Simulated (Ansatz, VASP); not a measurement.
**Two plane-wave programs on Mg2Zn3S5**

```xyz
10
Lattice="-1.9065 1.9065 13.4813 1.9065 -1.9065 13.4813 1.9065 1.9065 -13.4813" Properties=species:S:1:pos:R:3 pbc="T T T"
Mg    0.0000    0.0000   16.1776
Mg    0.0000    0.0000   10.7850
Zn    0.0000    0.0000    5.3925
Zn    0.0000    0.0000   21.5701
Zn    0.0000    0.0000    0.0000
S     1.9065    0.0000    6.7406
S     0.0000    1.9065    9.4369
S     1.9065    0.0000   12.1332
S     1.9065    0.0000    1.3481
S     0.0000    1.9065    4.0444
```

Alike in both runs: task single point; functional PBE; k mesh 6 × 6 × 6; occupations gaussian, width 0.1 eV; no spin polarisation.

|  | VASP | Ansatz |
| --- | --- | --- |
| version | VASP 6.6.1 | Ansatz 0.2.0 |
| potentials or method | VASP PAW PBE potentials, release 64 (Mg, Zn, S), cutoff 520 eV | scalar-relativistic, plane waves, PAW |
| valence electrons in the cell | 70 | 86 |

Ansatz gave:

```
gap on the k mesh at the Fermi level (eV)                     : 2.77
least direct gap on the mesh (eV)                             : 2.77
pressure (GPa)                                                : 6.4
traceless stress, the component that is largest in VASP (GPa) : -0.14
rms of the force components (eV/Å)                            : 0.295
```

Q: Which values does VASP return?

A: gap on the k mesh at the Fermi level (eV): 2.77; least direct gap on the mesh (eV): 2.77; pressure (GPa): 6.5; traceless stress, the component that is largest in VASP (GPa): -0.14; rms of the force components (eV/Å): 0.287.

Atom by atom the forces differ by 0.008 eV/Å (rms over components). The functional is the same, so the differences come from potentials, cutoffs and numerics. VASP's potentials hold 70 valence electrons a cell and Ansatz's 86, so a difference there can come from the potentials and not from the codes.
